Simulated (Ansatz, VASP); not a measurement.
## One calculation of HfCSe, two programs

The input POSCAR:

```
HfCSe
1.0
    3.4276340000      0.0000000000      0.0000000000
    0.0000000000      3.4276340000      0.0000000000
    0.0000000000      0.0000000000      7.8561750000
Hf C Se
2 2 2
Direct
    0.0000000000      0.5000000000      0.2590000000
    0.5000000000      0.0000000000      0.7410000000
    0.0000000000      0.0000000000      0.0000000000
    0.5000000000      0.5000000000      0.0000000000
    0.0000000000      0.5000000000      0.6150000000
    0.5000000000      0.0000000000      0.3850000000
```

Contents of INCAR.step1:

```
SYSTEM = HfCSe
  PREC = Accurate
  ENCUT = 660
  ISMEAR = 0
  SIGMA = 0.035
  LREAL = .False.
  LASPH = .True.
  NELM = 120
  NBANDS = 29
  GGA = PE
  ALGO = Normal
  EDIFF = 1E-5
  LWAVE = .True.
  LCHARG = .False.
  GGA_COMPAT = .False.
```

INCAR.step2

```
SYSTEM = HfCSe
  PREC = Accurate
  ENCUT = 660
  EDIFF = 1E-6
  ISMEAR = 0
  SIGMA = 0.035
  LREAL = .False.
  LASPH = .True.
  NELM = 120
  ALGO = Normal
  ISIF = 2
  LWAVE = .False.
  LCHARG = .True.
  METAGGA = R2SCAN
  LMIXTAU = .True.
  LELF = .True.
  LVHAR = .True.
  NBANDS = 29
  ISTART = 1
  GGA_COMPAT = .False.
```

The input KPOINTS:

```
Automatic mesh
0
Gamma
  10 10 5
  0 0 0
```

Input for Ansatz:

```yaml
crystal:
  lattice:
    - [3.427634, 0.0, 0.0]
    - [0.0, 3.427634, 0.0]
    - [0.0, 0.0, 7.856175]
  atoms:
    - { symbol: Hf, position: [0.0, 0.5, 0.259] }
    - { symbol: Hf, position: [0.5, 0.0, 0.741] }
    - { symbol: C, position: [0.0, 0.0, 0.0] }
    - { symbol: C, position: [0.5, 0.5, 0.0] }
    - { symbol: Se, position: [0.0, 0.5, 0.615] }
    - { symbol: Se, position: [0.5, 0.0, 0.385] }
  symmetry: { tolerance: 0.0003 }
kpoints:
  mp_grid: { grid: [10, 10, 5], shift: [0, 0, 0] }
  band_path:
    path:
      - [0.0, 0.0, 0.0]
      - [0.0, 0.5, 0.0]
      - [0.5, 0.5, 0.0]
      - [0.0, 0.0, 0.0]
      - [0.0, 0.0, 0.5]
      - [0.0, 0.5, 0.5]
      - [0.5, 0.5, 0.5]
      - [0.0, 0.0, 0.5]
      - [0.0, 0.5, 0.0]
      - [0.0, 0.5, 0.5]
      - [0.5, 0.5, 0.0]
    npoints: 6
magnetization:
  spin_polarized: false
scf:
  occupations: { method: gaussian, width: 0.035 }
  lower_state_search: "off"
  max_iter: 200
hamiltonian:
  pseudopotentials: { kind: paw }
  xc: r2scan
basis:
  ecutwfc: 500
  fft_grid_basis: typed
output:
  forces: true
  stress: true
  eigenvalues: true
  bader: true
  populations: true
  elf: true
  write_potential: true
  volumetric_format: npy
  dos:
    e_range: [-12, 8]
    de: 0.05
    projected: { site_lists: { C: [C], Hf: [Hf], Se: [Se] } }
checkpoint:
  read: saved_state
```

Alike in both runs: task single point; functional r2SCAN; k mesh 10 × 10 × 5; occupations gaussian, width 0.035 eV; no spin polarisation.

```csv
,VASP,Ansatz
version,VASP 6.6.1,Ansatz 0.2.0
potentials or method,"VASP PAW PBE potentials, release 64 (Hf_pv, C, Se), cutoff 660 eV",PAW plane waves
valence electrons in the cell,40,92
```

|  | VASP | Ansatz | Ansatz less VASP |
| --- | --- | --- | --- |
| pressure (GPa) | -2.7 | -1.9 | +0.83 |
| traceless stress, the component that is largest in VASP (GPa) | -16.22 | -16.18 | +0.040 |
| rms of the force components (eV/Å) | 1.841 | 1.848 | +0.0072 |

VASP's potentials were made for PBE, not for r2SCAN. Atom by atom the forces differ by 0.010 eV/Å (rms over components). VASP's potentials hold 40 valence electrons a cell and Ansatz's 92, so a difference there can come from the potentials and not from the codes.

Spin-orbit coupling is off throughout.
